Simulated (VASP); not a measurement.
Pt:

```
Pt
1.0
     3.06915    0.00000    0.00000
    -1.53458    2.65796    0.00000
     0.00000    0.00000    8.35908
Pt
4
Direct
  0.00000 0.00000 0.25000
  0.00000 0.00000 0.75000
  0.33333 0.66667 0.75000
  0.66667 0.33333 0.25000
```

* Program: VASP 6.6.1
* Task: relaxation of cell and atoms
* Functional: PBE
* Potentials or basis: VASP PAW PBE potentials, release 64 (Pt)
* Cutoff: 600 eV
* k mesh: 6 × 6 × 2
* Occupations: gaussian, width 0.1 eV
* Spin: no spin polarisation

At the start: pressure 361.2 GPa; volume 17.05 Å³/atom.

Question: Where does the relaxation end?

Answer: Over 32 steps the energy falls by 15261.3 meV/atom and the volume is 20.53 Å³/atom (+20.4 %); space group P6_3/mmc (No. 194, to 0.05 Å).

The path:
| step | energy change (eV) | largest force (eV/Å) | pressure (GPa) | volume (Å³) |
| --- | --- | --- | --- | --- |
| 1 | 0.0000 | 0.0000 | 361.25 | 68.19 |
| 2 | 313.5198 | 0.0000 | -47.95 | 976.30 |
| 3 | -26.0322 | 0.0000 | -37.44 | 332.55 |
| 4 | -49.0630 | 0.0000 | -13.40 | 224.34 |
| 5 | -51.7963 | 0.0000 | -11.67 | 198.61 |
| 6 | -57.7913 | 0.0000 | 2.23 | 124.88 |
| 7 | -57.7040 | 0.0000 | -4.47 | 133.35 |
| 8 | -57.8212 | 0.0000 | -0.59 | 127.92 |
| 9 | -57.8174 | 0.0000 | 0.62 | 126.55 |
| 10 | -57.8222 | 0.0000 | 0.61 | 125.73 |
| 11 | -57.8350 | 0.0000 | 0.61 | 123.72 |
| 12 | -57.8401 | 0.0000 | 0.11 | 124.05 |
| 13 | -57.8426 | 0.0000 | -1.03 | 124.82 |
| 14 | -57.8432 | 0.0000 | -0.71 | 124.59 |
| 15 | -57.8461 | 0.0000 | -0.73 | 124.22 |
| 16 | -57.8556 | 0.0000 | -0.80 | 123.09 |
| 17 | -57.8785 | 0.0000 | -0.92 | 120.82 |
| 18 | -57.9573 | 0.0000 | -1.06 | 116.26 |
| 19 | -58.3328 | 0.0000 | -1.98 | 107.04 |
| 20 | -60.2999 | 0.0000 | -2.11 | 88.24 |
| 21 | -16.7844 | 0.0000 | 296.41 | 49.15 |
| 22 | -60.5029 | 0.0000 | -1.29 | 86.44 |
| 23 | -59.0878 | 0.0000 | 38.19 | 69.65 |
| 24 | -60.8434 | 0.0000 | 1.79 | 82.64 |
| 25 | -60.9219 | 0.0000 | 9.52 | 77.69 |
| 26 | -60.9604 | 0.0000 | 5.87 | 79.63 |
| 27 | -60.9553 | 0.0000 | 7.49 | 78.70 |
| 28 | -61.0265 | 0.0000 | 3.19 | 80.56 |
| 29 | -61.0447 | 0.0000 | -0.47 | 82.39 |
| 30 | -61.0450 | 0.0000 | -0.11 | 82.19 |
| 31 | -61.0450 | 0.0000 | 0.03 | 82.12 |
| 32 | -61.0450 | 0.0000 | 0.05 | 82.10 |

Final structure:
```
Pt
1.0
     4.35033    0.00000    0.00000
    -2.17516    3.76749    0.00000
     0.00000    0.00000    5.00925
Pt
4
Direct
  0.00000 0.00000 0.25000
  0.00000 0.00000 0.75000
  0.33333 0.66667 0.75000
  0.66667 0.33333 0.25000
```

Caveat: the k points lie up to 0.63 Å⁻¹ apart in the final cell; the volume moved by over 15 % at a fixed basis, so the end points are rough.
